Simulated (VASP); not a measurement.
The system is La2O3.

```
La O
1.0
     3.93078    0.00000    0.00000
    -1.96539    3.40415    0.00000
     0.00000    0.00000    6.11195
La O
2 3
Direct
  0.33333 0.66667 0.24624
  0.66667 0.33333 0.75376
  0.00000 0.00000 0.00000
  0.33333 0.66667 0.64589
  0.66667 0.33333 0.35411
```

| Property | Result |
| --- | --- |
| Program | VASP 6.6.1 |
| Task | relaxation of cell and atoms |
| Functional | PBEsol |
| Potentials or basis | VASP PAW PBE potentials, release 64 (La, O) |
| Cutoff | 600 eV |
| k mesh | 8 × 8 × 5 |
| Occupations | fermi-dirac, width 0.05 eV |
| Spin | no spin polarisation |

At the start: pressure -3.3 GPa; volume 16.36 Å³/atom.

Q: How do energy, volume and symmetry change on relaxing?

A: Over 10 steps the energy falls by 4.4 meV/atom and the volume is 15.93 Å³/atom (-2.6 %); space group P-3m1 (No. 164, to 0.05 Å).

Step by step:
```
step  energy change (eV)  largest force (eV/Å)  pressure (GPa)  volume (Å³)
   1              0.0000                0.1040           -3.30        81.78
   2              0.0051                0.3967            3.89        77.86
   3             -0.0203                0.1248           -0.08        79.90
   4             -0.0214                0.0209           -0.03        79.75
   5             -0.0215                0.0160           -0.02        79.69
   6             -0.0217                0.0167            0.02        79.65
   7             -0.0218                0.0175            0.06        79.61
   8             -0.0218                0.0134           -0.10        79.68
   9             -0.0218                0.0141           -0.07        79.66
  10             -0.0218                0.0050           -0.04        79.64
```

Final structure:
```
La O
1.0
     3.90415    0.00000    0.00000
    -1.95207    3.38109    0.00000
     0.00000    0.00000    6.03303
La O
2 3
Cartesian
  0.0000 2.2541 1.4800
  1.9521 1.1270 4.5530
  -1.9521 3.3811 6.0330
  0.0000 2.2541 3.8973
  1.9521 1.1270 2.1357
```

Caveat: the PAW data sets were made with another functional, which shifts forces and pressure a little.
